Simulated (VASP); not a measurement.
Input of a VASP 6.6.1 run:

INCAR

```
  ALGO = Normal
  EDIFF = 1E-6
  ENCUT = 520
  GGA = PE
  ISIF = 2
  ISMEAR = 0
  LASPH = T
  LCHARG = F
  LREAL = F
  LWAVE = F
  NBANDS = 26
  NELM = 60
  PREC = Accurate
  SIGMA = 0.1
```

Contents of KPOINTS:

```
k-points
0
Gamma
  8 8 8
```

File POSCAR:

```
Sr3Cl
1.0
    5.7625570468      0.0000000000      0.0000000000
    0.0000000000      5.7625570468      0.0000000000
    0.0000000000      0.0000000000      5.7625570468
Sr Cl
3 1
Direct
    0.0000000000      0.5000000000      0.5000000000
    0.5000000000      0.0000000000      0.5000000000
    0.5000000000      0.5000000000      0.0000000000
    0.0000000000      0.0000000000      0.0000000000
```

Potentials or basis: VASP PAW PBE potentials, release 64 (Sr_sv, Cl).

Launch:

```console
$ cat potpaw_PBE.64/Sr_sv/POTCAR potpaw_PBE.64/Cl/POTCAR > POTCAR
$ mpirun -np 1 vasp_std > vasp.out
```

(1) Predict the pressure.

(2) What does it give for the band gap on the k mesh?

Results:

(1) 0.0 GPa.

(2) zero (an odd number of electrons rules out a gap without spin polarisation).

Caveat: an odd number of electrons without spin polarisation forces a metal; a magnetic or distorted state may lie lower.
